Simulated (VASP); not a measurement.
# TiO2 in VASP: single point with LDA

Aim: the single point of TiO2 with LDA.

Program: VASP 6.6.1. These are calculated values, not measurements. Logs are shortened: lines on timing, memory, paths and dates and some standing lists are left out, and cuts for length are marked.

**1. The cell of the first run**

The cell holds a slab with vacuum, 15 atoms: a = 2.922 Å, b = 4.552 Å, c = 25.891 Å, α = 90.00°, β = 90.00°, γ = 90.00°.

**2. Single point, LDA**

File INCAR:

```
SYSTEM = TiO2
  ALGO = Normal
  DIPOL = 0.5 0.5 0.500
  EDIFF = 1E-7
  ENCUT = 520
  GGA = CA
  ICORELEVEL = 1
  IDIPOL = 3
  ISIF = 2
  ISMEAR = 0
  LASPH = .True.
  LCHARG = .False.
  LDIPOL = .True.
  LREAL = .False.
  LUSENCCL = .False.
  LVACPOTAV = .True.
  LVHAR = .True.
  LWAVE = .False.
  NBANDS = 73
  NELM = 80
  PREC = Accurate
  SIGMA = 0.03
```

File KPOINTS:

```
k-points
0
Gamma
  9 6 1
  0 0 0
```

File POSCAR:

```
TiO2
1.0
    2.9219800000      0.0000000000      0.0000000000
    0.0000000000      4.5522740000      0.0000000000
    0.0000000000      0.0000000000     25.8906053900
O Ti
10 5
Direct
    0.5000000000      0.1961720000      0.2896803600
    0.5000000000      0.8038280000      0.3586651300
    0.0000000000      0.3038280000      0.3775939900
    0.0000000000      0.6961720000      0.4465787600
    0.5000000000      0.1961720000      0.4655076200
    0.5000000000      0.8038280000      0.5344923800
    0.0000000000      0.3038280000      0.5534212400
    0.0000000000      0.6961720000      0.6224060100
    0.5000000000      0.1961720000      0.6413348700
    0.5000000000      0.8038280000      0.7103196400
    0.0000000000      0.0000000000      0.3241727500
    0.5000000000      0.5000000000      0.4120863700
    0.0000000000      0.0000000000      0.5000000000
    0.5000000000      0.5000000000      0.5879136300
    0.0000000000      0.0000000000      0.6758272500
```

Potentials or basis: VASP PAW LDA potentials, release 64 (O, Ti_sv).

Started as:

```sh
cat potpaw_LDA.64/O/POTCAR potpaw_LDA.64/Ti_sv/POTCAR > POTCAR
mpirun -np 1 vasp_std > vasp.out
```

OUTCAR:

```text
SYSTEM = TiO2
   EDIFF = 1E-7
   ENCUT = 520
   GGA = CA
   ISIF = 2
   ISMEAR = 0
   LASPH = .True.
   LREAL = .False.
   NELM = 80
   PREC = Accurate

 ion  position               nearest neighbor table
   1  0.500  0.196  0.290-  11 1.93  11 1.93
   2  0.500  0.804  0.359-  11 1.93  11 1.93  12 1.96
   3  0.000  0.304  0.378-  12 1.93  12 1.93  11 1.96
   4  0.000  0.696  0.447-  12 1.93  12 1.93  13 1.96
   5  0.500  0.196  0.466-  13 1.93  13 1.93  12 1.96
   6  0.500  0.804  0.534-  13 1.93  13 1.93  14 1.96
   7  0.000  0.304  0.553-  14 1.93  14 1.93  13 1.96
   8  0.000  0.696  0.622-  14 1.93  14 1.93  15 1.96
   9  0.500  0.196  0.641-  15 1.93  15 1.93  14 1.96
  10  0.500  0.804  0.710-  15 1.93  15 1.93
  11  0.000  0.000  0.324-   2 1.93   2 1.93   1 1.93   1 1.93   3 1.96
  12  0.500  0.500  0.412-   3 1.93   3 1.93   4 1.93   4 1.93   2 1.96   5 1.96
  13  0.000  0.000  0.500-   5 1.93   6 1.93   5 1.93   6 1.93   4 1.96   7 1.96
  14  0.500  0.500  0.588-   8 1.93   8 1.93   7 1.93   7 1.93   9 1.96   6 1.96
  15  0.000  0.000  0.676-   9 1.93   9 1.93  10 1.93  10 1.93   8 1.96

  LATTYP: Found a simple orthorhombic cell.
 ALAT       =     2.9219800000
 B/A-ratio  =     1.5579415328
 C/A-ratio  =     8.8606374411

  Lattice vectors:

 A1 = (   2.9219800000,   0.0000000000,   0.0000000000)
 A2 = (   0.0000000000,   4.5522740000,   0.0000000000)
 A3 = (   0.0000000000,   0.0000000000,  25.8906053900)

Analysis of symmetry for initial positions (statically):
=====================================================================
 Subroutine PRICEL returns:
 Original cell was already a primitive cell.

 Routine SETGRP: Setting up the symmetry group for a
 simple orthorhombic supercell.

 Subroutine GETGRP returns: Found  4 space group operations
 (whereof  4 operations were pure point group operations)
 out of a pool of  8 trial point group operations.

The static configuration has the point symmetry C_2h.

Analysis of symmetry for dynamics (positions and initial velocities):
=====================================================================
 Subroutine PRICEL returns:
 Original cell was already a primitive cell.

 Routine SETGRP: Setting up the symmetry group for a
 simple orthorhombic supercell.

 Subroutine GETGRP returns: Found  4 space group operations
 (whereof  4 operations were pure point group operations)
 out of a pool of  8 trial point group operations.

The dynamic configuration has the point symmetry C_2h.

 Subroutine INISYM returns: Found  4 space group operations
 (whereof  4 operations are pure point group operations),
 and found     1 'primitive' translations

----------------------------------------------------------------------------------------

                                     Primitive cell

  volume of cell :     344.3879

  direct lattice vectors                    reciprocal lattice vectors
     2.921980000  0.000000000  0.000000000     0.342233691  0.000000000  0.000000000
     0.000000000  4.552274000  0.000000000     0.000000000  0.219670433  0.000000000
     0.000000000  0.000000000 25.890605390     0.000000000  0.000000000  0.038624049

  length of vectors
     2.921980000  4.552274000 25.890605390     0.342233691  0.219670433  0.038624049

  position of ions in fractional coordinates (direct lattice)
     0.500000000  0.196172000  0.289680360
     0.500000000  0.803828000  0.358665130
     0.000000000  0.303828000  0.377593990
     0.000000000  0.696172000  0.446578760
     0.500000000  0.196172000  0.465507620
     0.500000000  0.803828000  0.534492380
     0.000000000  0.303828000  0.553421240
     0.000000000  0.696172000  0.622406010
     0.500000000  0.196172000  0.641334870
     0.500000000  0.803828000  0.710319640
     0.000000000  0.000000000  0.324172750
     0.500000000  0.500000000  0.412086370
     0.000000000  0.000000000  0.500000000
     0.500000000  0.500000000  0.587913630
     0.000000000  0.000000000  0.675827250

  ion indices of the primitive-cell ions
   primitive index   ion index
                 1           1
                 2           2
                 3           3
[... 43 lines left out ...]
  0.222222  0.000000  0.000000      2.000000
  0.333333  0.000000  0.000000      2.000000
  0.444444  0.000000  0.000000      2.000000
  0.000000  0.166667  0.000000      2.000000
[... 12 lines left out ...]
  0.333333  0.500000  0.000000      2.000000
  0.444444  0.500000  0.000000      2.000000
   k-points           NKPTS =     20   k-points in BZ     NKDIM =     20   number of bands    NBANDS=     73
   number of dos      NEDOS =    301   number of ions     NIONS =     15
   total plane-waves  NPLWV = 169344
   dimension x,y,z NGX =    24 NGY =   36 NGZ =  196
   dimension x,y,z NGXF=    48 NGYF=   72 NGZF=  392
   ions per type =              10   5
   NGX,Y,Z   is equivalent  to a cutoff of  13.65, 13.15, 12.59 a.u.
   NGXF,Y,Z  is equivalent  to a cutoff of  27.31, 26.29, 25.17 a.u.
 SYSTEM =  TiO2
   PREC   = accura    normal or accurate (medium, high low for compatibility)
   ISTART =      0    job   : 0-new  1-cont  2-samecut
   ICHARG =      2    charge: 1-file 2-atom 10-const
   ISPIN  =      1    spin polarized calculation?
   LNONCOLLINEAR =      F non collinear calculations
   LSORBIT =      F    spin-orbit coupling
   LASPH  =      T    aspherical Exc in radial PAW
   ENCUT  =  520.0 eV  38.22 Ry    6.18 a.u.   5.43  8.46 48.14*2*pi/ulx,y,z
   NELM   =     80;   NELMIN=  2; NELMDL= -5     # of ELM steps
   EDIFF  = 0.1E-06   stopping-criterion for ELM
   LREAL  =      F    real-space projection
   EDIFFG = 0.1E-05   stopping-criterion for IOM
   NSW    =      0    number of steps for IOM
   IBRION =     -1    ionic relax: 0-MD 1-quasi-New 2-CG
   NFREE  =      0    steps in history (QN), initial steepest desc. (CG)
   ISIF   =      2    stress and relaxation
   ISYM   =      2    0-nonsym 1-usesym 2-fastsym
   POTIM  = 0.5000    time-step for ionic-motion
   TEBEG  =    0.0;   TEEND  =   0.0 temperature during run
   PSTRESS=    0.0 pullay stress
   NELECT =     120.0000    total number of electrons
   NUPDOWN=      -1.0000    fix difference up-down
   EMIN   =  10.00;   EMAX   =-10.00  energy-range for DOS
   EFERMI =   0.00;   METHOD = LEGACY
   ISMEAR =     0;   SIGMA  =   0.03  broadening in eV -4-tet -1-fermi 0-gaus
   EFERMI_NEDOS =   21; number of points for ismear=-14 and -15
   IALGO  =     38    algorithm
   IMIX   =      4    mixing-type and parameters
     AMIX     =   0.40;   BMIX     =  1.00
     AMIX_MAG =   1.60;   BMIX_MAG =  1.00
  volume/ion in A,a.u.               =      22.96       154.94
  Fermi-wavevector in a.u.,A,eV,Ry     =   1.152000  2.176965 18.056359  1.327105
  Thomas-Fermi vector in A             =   2.288654
   LORBIT       =      0    0 simple, 1 ext, 2 COOP (PROOUT), +10 PAW based schemes
   GGA     = CA    functional components
   LHFCALC =     F    Hartree Fock is set to
   AEXX    =    0.0000 exact exchange contribution
   IVDW    =     0    specifies the selected vdW correction
   LEPSILON=     F    determine dielectric tensor
   LRPA    =     F    only Hartree local field effects (RPA)
 non-spin polarized calculation
 Gauss-broadening in eV      SIGMA  =   0.03
  energy-cutoff  :      520.00
  volume of cell :      344.39
 maximum number of plane-waves:      9322
 NGX is ok and might be reduce to    24
   NGX = 11   NGY = 17   NGZ = 97

 dipolmoment           0.000000      0.000000     -0.000000 electrons x Angstroem

 number of electron     119.9999999 magnetization

 dipolmoment           0.000000      0.000000      0.000000 electrons x Angstroem

 Free energy of the ion-electron system (eV)
  ---------------------------------------------------
  ext. energy  EPLUGINS =         0.00000000
  ---------------------------------------------------
  free energy    TOTEN  =      -143.81526256 eV

  energy without entropy =     -143.81526256  energy(sigma->0) =     -143.81526256

 the core state eigenenergies are
   1-  1s   -501.4992
   2-  1s   -502.1294
   3-  1s   -502.2939
   4-  1s   -502.1992
   5-  1s   -502.1578
   6-  1s   -502.1578
   7-  1s   -502.1992
   8-  1s   -502.2939
   9-  1s   -502.1294
  10-  1s   -501.4992
  11-  1s  -4840.6517  2s   -531.0568  2p   -439.9887
  12-  1s  -4840.7466  2s   -531.3287  2p   -440.2422
  13-  1s  -4840.7553  2s   -531.3322  2p   -440.2464
  14-  1s  -4840.7466  2s   -531.3287  2p   -440.2422
  15-  1s  -4840.6517  2s   -531.0568  2p   -439.9887

 E-fermi :  -2.0053     XC(G=0):  -5.9699

 val. band max:       -2.2944628093   @ k =   0.0000   0.0000   0.0000
 cond. band min:      -0.2333284495   @ k =   0.0000   0.5000   0.0000
 fundamental gap:      2.0611343598
 Fermi energy:        -2.0053438753

 k-point     1 :       0.0000    0.0000    0.0000
  band No.  band energies     occupation
      1     -58.2068      2.00000
      2     -58.1996      2.00000
      3     -58.1913      2.00000
      4     -57.9373      2.00000
      5     -57.9373      2.00000
      6     -34.9406      2.00000
[... 1489 lines left out ...]
     71       1.4707      0.00000
     72       1.4804      0.00000
 [bands above 72 left out]

------------------------ aborting loop because EDIFF is reached ----------------------------------------

  FORCE on cell =-STRESS in cart. coord.  units (eV):
  Direction    XX          YY          ZZ          XY          YZ          ZX
  --------------------------------------------------------------------------------------
  -------------------------------------------------------------------------------------
  Total       -7.0362735     -4.6244331     -3.1322473      0.0000000      0.4689108      0.0000000
  in kB      -32.7344807    -21.5140042    -14.5719875      0.0000000      2.1814887      0.0000000
  external PRESSURE =     -22.9401574 kB  Pullay stress =       0.0000000 kB

 VOLUME and BASIS-vectors are now :
 -----------------------------------------------------------------------------
  energy-cutoff  :      520.00
  volume of cell :      344.39
      direct lattice vectors                 reciprocal lattice vectors
     2.921980000  0.000000000  0.000000000     0.342233691  0.000000000  0.000000000
     0.000000000  4.552274000  0.000000000     0.000000000  0.219670433  0.000000000
     0.000000000  0.000000000 25.890605390     0.000000000  0.000000000  0.038624049

 POSITION                                       TOTAL-FORCE (eV/Angst)
 -----------------------------------------------------------------------------------
      1.46099      0.89303      7.50000         0.000000     -2.265384      1.083812
      1.46099      3.65925      9.28606         0.000000     -1.103782     -0.035526
      0.00000      1.38311      9.77614         0.000000     -0.514831     -0.381857
      0.00000      3.16917     11.56219         0.000000     -0.087084     -0.088505
      1.46099      0.89303     12.05227        -0.000000     -0.039420      0.038719
      1.46099      3.65925     13.83833         0.000000      0.039420     -0.038719
      0.00000      1.38311     14.32841         0.000000      0.087084      0.088505
      0.00000      3.16917     16.11447        -0.000000      0.514831      0.381857
      1.46099      0.89303     16.60455         0.000000      1.103782      0.035526
      1.46099      3.65925     18.39061         0.000000      2.265384     -1.083812
      0.00000      0.00000      8.39303        -0.000000      3.875661     -0.651944
      1.46099      2.27614     10.66917         0.000000      0.125019     -0.024449
      0.00000      0.00000     12.94530         0.000000      0.000000      0.000000
      1.46099      2.27614     15.22144         0.000000     -0.125019      0.024449
      0.00000      0.00000     17.49758         0.000000     -3.875661      0.651944
 -----------------------------------------------------------------------------------
    total drift:                                0.000000      0.000000      0.000000

  FREE ENERGIE OF THE ION-ELECTRON SYSTEM (eV)
  ---------------------------------------------------
  free  energy   TOTEN  =      -143.8152625562 eV

  energy  without entropy=     -143.8152625562  energy(sigma->0) =     -143.81526256

 vacuum level on the upper side and lower side of the slab         5.561         5.561
```

It took 8.3 min on 1 × NVIDIA H100 80GB with 1 thread of AMD EPYC 7R13 (Zen 3), shared host; peak memory 1.6 GiB.

Results:

| Item | Value |
| --- | --- |
| Free energy | -143.8153 eV |
| Largest force | 3.930 eV/Å |
| Band gap on the k mesh | 2.06 eV (least direct gap 2.09 eV) |

Forces on the atoms (eV/Å):
```
O    0.000 -2.265  1.084
O    0.000 -1.104 -0.036
O    0.000 -0.515 -0.382
O    0.000 -0.087 -0.089
O    0.000 -0.039  0.039
O    0.000  0.039 -0.039
O    0.000  0.087  0.089
O    0.000  0.515  0.382
O    0.000  1.104  0.036
O    0.000  2.265 -1.084
Ti   0.000  3.876 -0.652
Ti   0.000  0.125 -0.024
Ti   0.000  0.000  0.000
Ti   0.000 -0.125  0.024
Ti   0.000 -3.876  0.652
```

Core levels (eV, on the scale of the bands):
```
atom     levels
 1 O  1s -501.5
 2 O  1s -502.1
 3 O  1s -502.3
 4 O  1s -502.2
 5 O  1s -502.2
 6 O  1s -502.2
```
